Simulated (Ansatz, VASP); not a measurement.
# Two plane-wave programs on Ca7MoO8

File INCAR:

```
SYSTEM = Ca7MoO8
PREC = Accurate ; ENCUT = 520
EDIFF = 1E-6 ; ISMEAR = 0
SIGMA = 0.05 ; LREAL = Auto
LASPH = .True. ; NELM = 150
ALGO = Normal ; ISIF = 2
LWAVE = .False. ; LCHARG = .True.
ISPIN = 2 ; MAGMOM = 4 0 0 0 0 0 0 0 0 0 0 0 0 0 0 0
LORBIT = 11 ; LMAXMIX = 4
GGA = PS ; LELF = .True.
LVHAR = .True. ; NBANDS = 84
```

KPOINTS

```
Automatic mesh
0
Gamma
  3 3 3
  0 0 0
```

Contents of POSCAR:

```
Ca7MoO8
1.0
    0.0000000000      4.8150000000      4.8150000000
    4.8150000000      0.0000000000      4.8150000000
    4.8150000000      4.8150000000      0.0000000000
Mo Ca O
1 7 8
Direct
    0.0000000000      0.0000000000      1.0000000000
    0.0000000000      0.0000000000      0.5000000000
    0.0000000000      0.5000000000      0.0000000000
    0.0000000000      0.5000000000      0.5000000000
    0.5000000000      0.0000000000      0.0000000000
    0.5000000000      0.0000000000      0.5000000000
    0.5000000000      0.5000000000      0.0000000000
    0.5000000000      0.5000000000      0.5000000000
    0.2500000000      0.2500000000      0.2500000000
    0.2420323557      0.2420323557      0.7579676443
    0.2420323557      0.7579676443      0.2420323557
    0.2420323557      0.7579676443      0.7579676443
    0.7579676443      0.2420323557      0.2420323557
    0.7579676443      0.2420323557      0.7579676443
    0.7579676443      0.7579676443      0.2420323557
    0.7500000000      0.7500000000      0.7500000000
```

Input for Ansatz:

```yaml
crystal:
  lattice:
    - [0.0, 4.815, 4.815]
    - [4.815, 0.0, 4.815]
    - [4.815, 4.815, 0.0]
  atoms:
    - { symbol: Mo, position: [0.0, 0.0, 1.0], spin: 4.0 }
    - { symbol: Ca, position: [0.0, 0.0, 0.5] }
    - { symbol: Ca, position: [0.0, 0.5, 0.0] }
    - { symbol: Ca, position: [0.0, 0.5, 0.5] }
    - { symbol: Ca, position: [0.5, 0.0, 0.0] }
    - { symbol: Ca, position: [0.5, 0.0, 0.5] }
    - { symbol: Ca, position: [0.5, 0.5, 0.0] }
    - { symbol: Ca, position: [0.5, 0.5, 0.5] }
    - { symbol: O, position: [0.25, 0.25, 0.25] }
    - { symbol: O, position: [0.2420323557, 0.2420323557, 0.7579676443] }
    - { symbol: O, position: [0.2420323557, 0.7579676443, 0.2420323557] }
    - { symbol: O, position: [0.2420323557, 0.7579676443, 0.7579676443] }
    - { symbol: O, position: [0.7579676443, 0.2420323557, 0.2420323557] }
    - { symbol: O, position: [0.7579676443, 0.2420323557, 0.7579676443] }
    - { symbol: O, position: [0.7579676443, 0.7579676443, 0.2420323557] }
    - { symbol: O, position: [0.75, 0.75, 0.75] }
basis:
  ecutwfc: 420
  ecutrho_ratio: 4
kpoints:
  mp_grid: { grid: [3, 3, 3] }
hamiltonian:
  xc: pbesol
scf:
  occupations: { method: gaussian, width: 0.05 }
  lower_state_search: "off"
  max_iter: 150
output:
  forces: true
  stress: true
  eigenvalues: true
  populations: true
  hubbard: { sites: [{ site: 0, l: d }] }
magnetization:
  spin_polarized: true
```

Alike in both runs: task single point; functional PBEsol; k mesh 3 × 3 × 3; occupations gaussian, width 0.05 eV; collinear spin.

|  | VASP | Ansatz |
| --- | --- | --- |
| version | VASP 6.6.1 | Ansatz 0.2.0 |
| potentials or method | VASP PAW PBE potentials, release 64 (Mo_sv, Ca_sv, O), cutoff 520 eV | scalar-relativistic, plane waves, PAW |
| valence electrons in the cell | 132 | 132 |

|  | VASP | Ansatz | Ansatz less VASP |
| --- | --- | --- | --- |
| gap on the k mesh at the Fermi level (eV) | none | none | - |
| pressure (GPa) | -8.4 | -8.9 | -0.54 |
| rms of the force components (eV/Å) | 0.015 | 0.010 | -0.0044 |
| net moment per atom (μB) | 0.12 | 0.12 | 0.000 |
| size of the moment on the site where the two differ most (μB) | 1.68 | 1.29 | -0.394 |

VASP's potentials were made for PBE, not for PBEsol. Site moments also hang on the region over which each program counts them. Atom by atom the forces differ by 0.004 eV/Å (rms over components). A gap of «none» marks a metal or a gap that the smearing closes.

The k mesh is coarse, so the values compare programs but aren't converged.
